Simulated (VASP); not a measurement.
Write the native input for VASP 6.6.1 that does the following.

```
Task                   : single point
Functional             : PBE
Potentials or basis    : VASP PAW PBE potentials, release 64 (V_sv)
Cutoff                 : 520 eV
k mesh                 : 8 × 8 × 8
Occupations            : gaussian, width 0.1 eV
Spin                   : collinear spin, ferromagnetic start
Starting moments       : [2.0] μB
Dipole correction      : no
Further INCAR settings : ALGO = Normal; EDIFF = 1e-07; NBANDS = 16
```

The structure of V lies in POSCAR:

```
V
1.0
    0.0000000000      1.8950000000      1.8950000000
    1.8950000000      0.0000000000      1.8950000000
    1.8950000000      1.8950000000      0.0000000000
V
1
Direct
    0.0000000000      0.0000000000      0.0000000000
```

These files were run (other wordings do the same):

INCAR

```
SYSTEM = V
ALGO = Normal
EDIFF = 1E-7
ENCUT = 520
GGA = PE
ISIF = 2
ISMEAR = 0
ISPIN = 2
LASPH = .True.
LCHARG = .False.
LMAXMIX = 4
LORBIT = 11
LREAL = .False.
LWAVE = .False.
MAGMOM = 2
NBANDS = 16
NELM = 150
PREC = Accurate
SIGMA = 0.1
```

KPOINTS

```
k-points
0
Gamma
  8 8 8
  0 0 0
```

Potentials or basis: VASP PAW PBE potentials, release 64 (V_sv).

Run with:

```sh
$ cat potpaw_PBE.64/V_sv/POTCAR > POTCAR
$ mpirun -np 1 vasp_std > vasp.out
```

Results of the run:

- Pressure: 4.5 GPa
- Net moment: 0.00 μB per cell
- Valence electrons inside the program's atomic spheres: V 11.62

Run time: 13 s on 1 thread of Intel(R) Xeon(R) Platinum 8488C (Sapphire Rapids), on a shared host, peak memory 0.13 GiB.
